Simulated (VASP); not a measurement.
Wanted: the native input for a VASP 6.6.1 run.

```yaml
Task: single point
Functional: PBE-based screened hybrid
Potentials_or_basis: VASP PAW PBE potentials, release 64 (As, B)
Cutoff: 520 eV
k_mesh: 5 × 5 × 5
Occupations: fermi-dirac, width 0.05 eV
Spin: no spin polarisation
Dipole_correction: no
Grid_for_exact_exchange_PRECFOCK: Normal
Share_of_exact_exchange: 0.25
Further_INCAR_settings: ALGO = Normal; EDIFF = 1e-06; NBANDS = 11
Screening_parameter: 0.3 1/Å
```

Crystal: BAs.

```
CELL_PARAMETERS angstrom
0.00000 2.38850 2.38850
2.38850 0.00000 2.38850
2.38850 2.38850 0.00000
ATOMIC_POSITIONS crystal
As 0.75000 0.75000 0.75000
B 0.00000 0.00000 0.00000
```

One way to write it, as run:

POSCAR

```
BAs
1.0
    0.0000000000      2.3885000000      2.3885000000
    2.3885000000      0.0000000000      2.3885000000
    2.3885000000      2.3885000000      0.0000000000
As B
1 1
Direct
    0.7500000000      0.7500000000      0.7500000000
    0.0000000000      0.0000000000      0.0000000000
```

INCAR.step1

```
SYSTEM = BAs
PREC     = Accurate       ! precision mode
ENCUT    = 520            ! plane-wave cutoff, eV
EDIFF    = 1E-5           ! SCF threshold, eV
ISMEAR   = -1             ! smearing method
SIGMA    = 0.05           ! smearing width, eV
LREAL    = .FALSE.        ! projectors in reciprocal space
LASPH    = .TRUE.         ! aspherical terms in the spheres
NELM     = 100            ! most SCF steps
ALGO     = Normal         ! electronic algorithm
ISIF     = 2              ! what is computed and relaxed
LWAVE    = .TRUE.         ! write WAVECAR
LCHARG   = .FALSE.        ! write CHGCAR
GGA      = PE             ! functional
NBANDS   = 11             ! bands
```

INCAR.step2

```
SYSTEM = BAs
PREC     = Accurate       ! precision mode
ENCUT    = 520            ! plane-wave cutoff, eV
EDIFF    = 1E-6           ! SCF threshold, eV
ISMEAR   = -1             ! smearing method
SIGMA    = 0.05           ! smearing width, eV
LREAL    = .FALSE.        ! projectors in reciprocal space
LASPH    = .TRUE.         ! aspherical terms in the spheres
NELM     = 100            ! most SCF steps
ALGO     = Normal         ! electronic algorithm
ISIF     = 2              ! what is computed and relaxed
LWAVE    = .FALSE.        ! write WAVECAR
LCHARG   = .FALSE.        ! write CHGCAR
GGA      = PE             ! functional
LHFCALC  = .TRUE.         ! exact exchange
AEXX     = 0.25           ! exact-exchange fraction
HFSCREEN = 0.3            ! screening, 1/A
PRECFOCK = Normal       
ISTART   = 1            
NBANDS   = 11             ! bands
```

KPOINTS

```
Automatic mesh
0
G
  5 5 5
  0 0 0
```

Potentials or basis: VASP PAW PBE potentials, release 64 (As, B).

Run with:

```console
$ cat potpaw_PBE.64/As/POTCAR potpaw_PBE.64/B/POTCAR > POTCAR
$ cp INCAR.step1 INCAR
$ mpirun -np 1 vasp_std > vasp.out
$ cp INCAR.step2 INCAR
$ mpirun -np 1 vasp_std > vasp.out
```

Results of the run:

```
Pressure               : -0.1 GPa
Band gap on the k mesh : 1.67 eV, indirect (least direct gap 3.94 eV)
```

Caveat: the k points lie up to 0.46 Å⁻¹ apart; the PAW data sets were made with another functional, which shifts forces and pressure a little.

Run time: 3.3 min on 1 thread of Intel(R) Xeon(R) Platinum 8559C (Emerald Rapids) (shared host), peak memory 0.26 GiB.
